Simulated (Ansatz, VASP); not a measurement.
## C in VASP and in Ansatz

File POSCAR:

```
C
1.0
    0.0000000000      1.7276318446      1.9003950290
    1.7276318446      0.0000000000      1.9003950290
    1.7276318446      1.7276318446      0.0000000000
C
2
Direct
    0.5000000000      0.5000000000      0.5000000000
    0.7500000000      0.7500000000      0.7500000000
```

INCAR.step1

```
PREC = Accurate ; ENCUT = 1430
ISMEAR = 0 ; SIGMA = 0.05
LREAL = F ; LASPH = T
NELM = 120 ; NBANDS = 11
GGA = PE ; ALGO = Normal
EDIFF = 1E-5 ; LWAVE = T
LCHARG = F ; GGA_COMPAT = F
```

The input INCAR.step2:

```
PREC = Accurate ; ENCUT = 1430
EDIFF = 1E-6 ; ISMEAR = 0
SIGMA = 0.05 ; LREAL = F
LASPH = T ; NELM = 120
ALGO = Normal ; ISIF = 2
LWAVE = F ; LCHARG = F
METAGGA = R2SCAN ; LMIXTAU = T
NBANDS = 11 ; ISTART = 1
GGA_COMPAT = F
```

Contents of KPOINTS:

```
Automatic mesh
0
Gamma
  12 12 12
```

Input for Ansatz:

```yaml
crystal:
  lattice:
    - [0.0, 1.7276318446, 1.900395029]
    - [1.7276318446, 0.0, 1.900395029]
    - [1.7276318446, 1.7276318446, 0.0]
  atoms:
    - { symbol: C, position: [0.5, 0.5, 0.5] }
    - { symbol: C, position: [0.75, 0.75, 0.75] }
basis:
  ecutwfc: 500
kpoints:
  mp_grid: { grid: [12, 12, 12] }
hamiltonian:
  xc: r2scan
scf:
  occupations: { method: gaussian, width: 0.05 }
output:
  forces: true
  stress: true
  eigenvalues: true
```

Alike in both runs: task single point; functional r2SCAN; k mesh 12 × 12 × 12; occupations gaussian, width 0.05 eV; no spin polarisation.

|  | VASP | Ansatz |
| --- | --- | --- |
| version | VASP 6.6.1 | Ansatz 0.2.0 |
| potentials or method | VASP PAW PBE potentials, release 64 (C_h), cutoff 1430 eV | scalar-relativistic, plane waves, PAW |
| valence electrons in the cell | 8 | 8 |

|  | VASP | Ansatz | Ansatz less VASP |
| --- | --- | --- | --- |
| gap on the k mesh at the Fermi level (eV) | 3.12 | 3.12 | -0.001 |
| least direct gap on the mesh (eV) | 4.99 | 4.99 | +0.001 |
| pressure (GPa) | -2.6 | -2.0 | +0.61 |
| traceless stress, the component that is largest in VASP (GPa) | -68.76 | -68.62 | +0.138 |

VASP's potentials were made for PBE, not for r2SCAN. With one functional, cell and mesh, what is left measures potentials, basis and numerics.
